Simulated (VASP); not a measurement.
Crystal: ScBiTe3S.

```
Sc Bi Te S
1.0
     6.59194    0.00000    0.00000
     0.00000    6.59194    0.00000
     0.00000    0.00000    4.68857
Sc Bi Te S
1 1 3 1
Direct
  0.00000 0.00000 0.00000
  0.00000 0.00000 0.50000
  0.00000 0.50000 0.00000
  0.50000 0.00000 0.00000
  0.50000 0.50000 0.00000
  0.50000 0.50000 0.50000
```

The cell was built from a structure type or drawn by symmetry, and may not be a known phase.

* Program: VASP 6.6.1
* Task: relaxation of cell and atoms
* Functional: PBE
* Potentials or basis: VASP PAW PBE potentials, release 64 (Sc_sv, Bi_d, Te, S)
* Cutoff: 600 eV
* k mesh: 4 × 4 × 4
* Occupations: gaussian, width 0.1 eV
* Spin: no spin polarisation

At the start: pressure 6.2 GPa; volume 33.96 Å³/atom.

Q: How do energy, volume and symmetry change on relaxing?

A: Over 7 steps the energy falls by 647.6 meV/atom and the volume is 32.87 Å³/atom (-3.2 %); space group P4/mmm (No. 123, to 0.1 Å) before and after.

The path:
```csv
step,energy change (eV),largest force (eV/Å),pressure (GPa),volume (Å³)
1,0.0000,0.0000,6.24,203.74
2,-3.1012,0.0000,-5.21,236.33
3,-3.2493,0.0000,-4.15,226.62
4,-3.2680,0.0000,-4.49,228.47
5,-3.8690,0.0000,-0.63,200.09
6,-3.8691,0.0000,-0.56,199.74
7,-3.8854,0.0000,-0.08,197.21
```

Final structure:
```
Sc Bi Te S
1.0
     5.90595    0.00000    0.00000
     0.00000    5.90595    0.00000
     0.00000    0.00000    5.65404
Sc Bi Te S
1 1 3 1
Direct
  0.00000 0.00000 0.00000
  0.00000 0.00000 0.50000
  0.00000 0.50000 0.00000
  0.50000 0.00000 0.00000
  0.50000 0.50000 0.00000
  0.50000 0.50000 0.50000
```

Caveat: a cell axis changed by over 15 % at a fixed basis, so the end point is rough.
